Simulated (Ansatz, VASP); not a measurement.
S in VASP and in Ansatz

INCAR

```
SYSTEM = S
PREC = Accurate
ENCUT = 520
EDIFF = 1E-6
ISMEAR = -1
SIGMA = 0.08
LREAL = .False.
LASPH = .True.
NELM = 60
ALGO = Normal
ISIF = 2
LWAVE = .False.
LCHARG = .False.
GGA = PE
NBANDS = 9
```

The input KPOINTS:

```
regular mesh
0
Gamma
  16 16 16
  0 0 0
```

The input POSCAR:

```
S
1.0
    0.0000000000      1.8897067073      1.8897067073
    1.8897067073      0.0000000000      1.8897067073
    1.8897067073      1.8897067073      0.0000000000
S
1
Direct
    0.0000000000      0.0000000000      0.0000000000
```

Input for Ansatz:

```yaml
crystal:
  lattice:
    - [0.0, 1.8897067073, 1.8897067073]
    - [1.8897067073, 0.0, 1.8897067073]
    - [1.8897067073, 1.8897067073, 0.0]
  atoms:
    - { symbol: S, position: [0.0, 0.0, 0.0] }
kpoints:
  mp_grid: { grid: [16, 16, 16] }
scf:
  occupations: { method: fermi_dirac, width: 0.08 }
hamiltonian:
  xc: pbe
  pseudopotentials: { kind: all_electron, lapw: { basis_error: 0.001 } }
output:
  forces: true
  stress: true
  eigenvalues: true
  populations: true
```

Change from the starting cell: volume scaled by 0.85, LAPW.

Alike in both runs: task single point; functional PBE; k mesh 16 × 16 × 16; occupations fermi-dirac, width 0.08 eV; no spin polarisation.

|  | VASP | Ansatz |
| --- | --- | --- |
| version | VASP 6.6.1 | Ansatz 0.2.0 |
| potentials or method | VASP PAW PBE potentials, release 64 (S), cutoff 520 eV | all-electron LAPW, scalar-relativistic |

```csv
,VASP,Ansatz,Ansatz less VASP
pressure (GPa),17.8,18.2,+0.37
```

Ansatz ran all-electron here, and VASP with PAW potentials.
